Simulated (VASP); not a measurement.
ReAgF6: single point with r2SCAN

Crystal: ReAgF6.

```
CELL_PARAMETERS angstrom
3.56900 2.06056 2.37105
-3.56900 2.06056 2.37105
0.00000 -4.12112 2.37105
ATOMIC_POSITIONS crystal
F 0.22319 0.92149 0.33166
F 0.33166 0.22319 0.92149
F 0.92149 0.33166 0.22319
F 0.77681 0.07851 0.66834
F 0.66834 0.77681 0.07851
F 0.07851 0.66834 0.77681
Re 0.00000 0.00000 0.00000
Ag 0.50000 0.50000 0.50000
```

```
Program                : VASP 6.6.1
Task                   : single point
Functional             : r2SCAN
Potentials or basis    : VASP PAW PBE potentials, release 64 (F, Re, Ag)
Cutoff                 : 520 eV
k mesh                 : 4 × 4 × 4
Occupations            : fermi-dirac, width 0.1 eV
Spin                   : no spin polarisation
Dipole correction      : no
Further INCAR settings : ALGO = Normal; EDIFF = 1e-06; NBANDS = 40
```

```yaml
Pressure: 2.2 GPa
Largest_force: 0.474 eV/Å
Band_gap_on_the_k_mesh: zero (bands 30 and 31 overlap by 0.15 eV)
```

Forces in eV/Å, atoms in the order of the input:
```
F    0.273 -0.269  0.279
F    0.096  0.371  0.279
F   -0.370 -0.102  0.279
F   -0.273  0.269 -0.279
F   -0.096 -0.371 -0.279
F    0.370  0.102 -0.279
Re   0.000  0.000  0.000
Ag   0.000  0.000  0.000
```

Stress tensor (GPa, compression positive):
```
2.09 0.00 0.00
0.00 2.09 0.00
0.00 0.00 2.47
```

Levels at points of the mesh, in eV from the Fermi level:
```tsv
k point	band 26	band 27	band 28	band 29	band 30	band 31	band 32	band 33
(0.00, 0.00, 0.00)	-2.68	-2.56	-2.47	-2.47	0.15	0.15	0.19	1.84
(0.50, 0.00, 0.00)	-2.59	-2.52	-2.41	-2.39	0.00	0.12	0.14	3.16
(0.50, 0.50, 0.00)	-2.76	-2.60	-2.54	-2.51	-0.11	0.07	0.20	3.13
(0.50, 0.50, 0.50)	-2.74	-2.68	-2.40	-2.40	-0.04	0.01	0.01	3.97
```

It took 7.3 min on 1 thread of AMD EPYC 7571, on a shared host, peak memory 0.21 GiB.

Caveat: the PAW data sets were made with another functional, which shifts forces and pressure a little; spin-orbit coupling is left out, which moves the levels of the heavy elements.
